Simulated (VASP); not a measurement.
Write the native input for VASP 6.6.1 that does the following.

| Quantity | Value |
| --- | --- |
| Task | single point |
| Functional | PBE |
| Potentials or basis | VASP PAW PBE potentials, release 64 (Ni, Si) |
| Cutoff | 520 eV |
| k mesh | 15 × 15 × 15 |
| Occupations | fermi-dirac, width 0.1 eV |
| Spin | no spin polarisation |
| Dipole correction | no |
| Further INCAR settings | ALGO = Normal; EDIFF = 1e-06; NBANDS = 14 |

The structure of SiNi (CsCl type) lies in POSCAR:

```
SiNi
1.0
    2.5442974088      0.0000000000      0.0000000000
    0.0000000000      2.5442974088      0.0000000000
    0.0000000000      0.0000000000      2.5442974088
Ni Si
1 1
Direct
    0.0000000000      0.0000000000      0.0000000000
    0.5000000000      0.5000000000      0.5000000000
```

This cell differs from its parent crystal: volume scaled by 0.72.

One way to write it, as run:

INCAR

```
  PREC = Accurate
  ENCUT = 520
  EDIFF = 1E-6
  ISMEAR = -1
  SIGMA = 0.1
  LREAL = F
  LASPH = T
  NELM = 80
  ALGO = Normal
  ISIF = 2
  LWAVE = F
  LCHARG = F
  GGA = PE
  NBANDS = 14
```

KPOINTS

```
Automatic mesh
0
Gamma
  15 15 15
```

Potentials or basis: VASP PAW PBE potentials, release 64 (Ni, Si).

Launch:

```sh
$ cat potpaw_PBE.64/Ni/POTCAR potpaw_PBE.64/Si/POTCAR > POTCAR
$ mpirun -np 1 vasp_std > vasp.out
```

It gave:

- Pressure: 122.3 GPa
- Band gap on the k mesh: zero (band 7 reaches 21.08 eV, above the bottom of band 8 at 17.83 eV)

Run time: 9.8 s on 1 thread of Intel(R) Xeon(R) 6975P-C (Granite Rapids), with other jobs on the host, peak memory 0.14 GiB.
